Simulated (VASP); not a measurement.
Here is a VASP 6.6.1 calculation.

File INCAR:

```
  ALGO = Normal
  EDIFF = 1E-7
  ENCUT = 520
  GGA = CA
  ISIF = 2
  ISMEAR = 0
  LASPH = T
  LCHARG = F
  LREAL = F
  LWAVE = F
  NBANDS = 26
  NELM = 100
  PREC = Accurate
  SIGMA = 0.03
```

Contents of KPOINTS:

```
k-points
0
Gamma
  12 12 6
```

POSCAR

```
SiGe
1.0
    3.9203924443      0.0000000000      0.0000000000
   -1.9601962221      3.3951594495      0.0000000000
    0.0000000000      0.0000000000      6.4788643209
Si Ge
2 2
Direct
    0.6666666667      0.3333333333      0.8745031008
    0.3333333333      0.6666666667      0.3745031008
    0.6666666667      0.3333333333      0.5004958992
    0.3333333333      0.6666666667      0.0004958992
```

Potentials or basis: VASP PAW LDA potentials, release 64 (Si, Ge_d).

Launch:

```console
$ cat potpaw_LDA.64/Si/POTCAR potpaw_LDA.64/Ge_d/POTCAR > POTCAR
$ mpirun -np 1 vasp_std > vasp.out
```

(1) Predict the pressure.

(2) Estimate the largest force.

Answers

(1) -2.9 GPa.

(2) 0.014 eV/Å.
